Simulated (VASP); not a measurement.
BPd4:

```
Pd B
1.0
     2.89203    0.00000    0.00000
     0.00000    4.36501    0.00000
     0.00000    0.00000    5.85632
Pd B
4 1
Direct
  0.50000 0.00000 0.19758
  0.00000 0.00000 0.61947
  0.00000 0.50000 0.32916
  0.50000 0.50000 0.86756
  0.50000 0.00000 0.86323
```

| Property | Result |
| --- | --- |
| Program | VASP 6.6.1 |
| Task | relaxation of cell and atoms |
| Functional | PBEsol |
| Potentials or basis | VASP PAW PBE potentials, release 64 (Pd, B) |
| Cutoff | 600 eV |
| k mesh | 9 × 6 × 5 |
| Occupations | fermi-dirac, width 0.05 eV |
| Spin | no spin polarisation |

At the start: pressure -8.5 GPa; volume 14.79 Å³/atom.

Task: Where does the relaxation end?

Result: Over 22 steps the energy falls by 24.7 meV/atom and the volume is 13.98 Å³/atom (-5.4 %); space group Pmm2 (No. 25, to 0.1 Å) before and after.

The path:
| step | energy change (eV) | largest force (eV/Å) | pressure (GPa) | volume (Å³) |
| --- | --- | --- | --- | --- |
| 1 | 0.0000 | 0.1383 | -8.50 | 73.93 |
| 2 | 0.0693 | 0.8616 | 13.86 | 65.85 |
| 3 | -0.1060 | 0.3596 | -0.13 | 70.21 |
| 4 | -0.1060 | 0.3665 | 0.07 | 70.14 |
| 5 | -0.1146 | 0.1403 | 0.15 | 69.93 |
| 6 | -0.1164 | 0.1853 | 0.23 | 69.79 |
| 7 | -0.1184 | 0.0749 | -0.24 | 69.95 |
| 8 | -0.1185 | 0.0969 | -0.33 | 69.97 |
| 9 | -0.1195 | 0.0647 | 0.26 | 69.76 |
| 10 | -0.1196 | 0.0648 | 0.34 | 69.73 |
| 11 | -0.1206 | 0.0678 | 0.15 | 69.81 |
| 12 | -0.1213 | 0.0727 | -0.12 | 69.91 |
| 13 | -0.1223 | 0.0591 | -0.06 | 69.90 |
| 14 | -0.1224 | 0.1022 | -0.02 | 69.90 |
| 15 | -0.1231 | 0.0592 | 0.08 | 69.87 |
| 16 | -0.1234 | 0.0309 | 0.18 | 69.84 |
| 17 | -0.1234 | 0.0308 | 0.22 | 69.83 |
| 18 | -0.1234 | 0.0267 | -0.34 | 70.04 |
| 19 | -0.1235 | 0.0230 | -0.05 | 69.93 |
| 20 | -0.1235 | 0.0157 | -0.03 | 69.92 |
| 21 | -0.1236 | 0.0142 | 0.00 | 69.91 |
| 22 | -0.1236 | 0.0091 | 0.01 | 69.90 |

Final structure:
```
Pd B
1.0
     2.79027    0.00000    0.00000
     0.00000    4.30314    0.00000
     0.00000    0.00000    5.82204
Pd B
4 1
Direct
  0.50000 0.00000 0.19298
  0.00000 0.00000 0.61121
  0.00000 0.50000 0.33281
  0.50000 0.50000 0.88013
  0.50000 0.00000 0.85988
```

Caveat: the PAW data sets were made with another functional, which shifts forces and pressure a little.
